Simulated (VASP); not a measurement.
Here is a VASP 6.6.1 calculation.

INCAR

```
SYSTEM = NaGa12O18
PREC = Accurate ; ENCUT = 520
EDIFF = 1E-7 ; ISMEAR = -1
SIGMA = 0.01 ; LREAL = Auto
LASPH = .TRUE. ; NELM = 60
ALGO = Normal ; ISIF = 2
LWAVE = .FALSE. ; LCHARG = .FALSE.
GGA = PE ; NELECT = 270.0
NBANDS = 156
```

Contents of KPOINTS:

```
regular mesh
0
G
  1 1 1
  0 0 0
```

The input POSCAR:

```
NaGa12O18
1.0
    0.0000000000      9.2496621800      0.0000000000
   -1.3977182400      0.0000000000      5.7085775500
    6.2279771500     -1.5416103600      0.0067278600
Ga O Na
12 18 1
Direct
    0.1346286610      0.6433234819      0.6799660296
    0.2190188171      0.3224811196      0.3180181711
    0.3072020265      0.1900166762      0.8280828050
    0.0112970168      0.8755898612      0.0462012737
    0.4465177260      0.6819774363      0.6806923747
    0.5458845619      0.2948961269      0.3161889900
    0.6341109100      0.2082502731      0.8237035215
    0.3570120719      0.7824826803      0.1819610659
    0.7660327186      0.6809249389      0.6801129537
    0.8856031477      0.3470172026      0.3155181905
    0.9713026572      0.2567774075      0.8486960933
    0.6817031122      0.7981080268      0.1607011914
    0.1690001133      0.7081263679     -0.0059872086
    0.1683193982      0.2536006192      0.9949319805
    0.2825028589      0.4075135847      0.6475639342
    0.0652590434      0.5616882611      0.3668884642
    0.0459785479      0.1134261055      0.2904929742
    0.2788805555      0.8819655325      0.6775142136
    0.4906282339      0.7301712019      0.0015920063
    0.5005005958      0.2573837893      0.9993023879
    0.6069143531      0.4242435798      0.6392598085
    0.3955739470      0.5625500572      0.3564630517
    0.3783369644      0.0966432874      0.3100954737
    0.6082609530      0.8950231854      0.6858589405
    0.8253668312      0.7295881653      0.0016443052
    0.8255019398      0.2745680455      0.9986905512
    0.9379534064      0.4387938421      0.6466835655
    0.7394655267      0.6011234460      0.3633290664
    0.7209163479      0.1104689266      0.3157913145
    0.9513319999      0.9200768800      0.7562506217
    0.9440804547      0.8826227136      0.4246969813
```

Potentials or basis: VASP PAW PBE potentials, release 64 (Ga_d, O, Na_pv).

The run is started by

```console
$ cat potpaw_PBE.64/Ga_d/POTCAR potpaw_PBE.64/O/POTCAR potpaw_PBE.64/Na_pv/POTCAR > POTCAR
$ mpirun -np 1 vasp_gam > vasp.out
```

**Question.** Estimate the largest force.

**Answer.** 0.051 eV/Å.

Forces in eV/Å, atoms in the order of the input:
```
Ga   0.013 -0.025  0.029
Ga  -0.011  0.006 -0.008
Ga  -0.007  0.000 -0.011
Ga   0.035  0.006 -0.006
Ga   0.015 -0.003 -0.004
Ga  -0.016  0.018  0.019
Ga  -0.007 -0.003 -0.009
Ga   0.009 -0.006  0.001
Ga   0.004  0.004  0.001
Ga  -0.016 -0.015 -0.013
Ga   0.003  0.003  0.022
Ga  -0.006 -0.012 -0.006
O    0.012  0.009 -0.008
O    0.005  0.008 -0.002
O    0.014  0.023 -0.012
O   -0.044  0.009  0.024
O    0.010  0.003  0.003
O   -0.009 -0.010  0.025
O   -0.006 -0.001 -0.004
O    0.012  0.000  0.010
O    0.011 -0.001 -0.004
O   -0.011  0.008 -0.002
O    0.009 -0.010 -0.017
O   -0.013  0.001  0.024
O    0.014 -0.006 -0.009
O    0.003 -0.003 -0.006
O    0.007 -0.005  0.000
O   -0.011 -0.011 -0.011
O    0.016  0.016 -0.003
O   -0.015  0.006 -0.016
Na  -0.019 -0.007 -0.007
```

Caveat: the k points lie up to 1.10 Å⁻¹ apart; the cell carries a net charge on a neutralising background, which shifts energy and pressure.
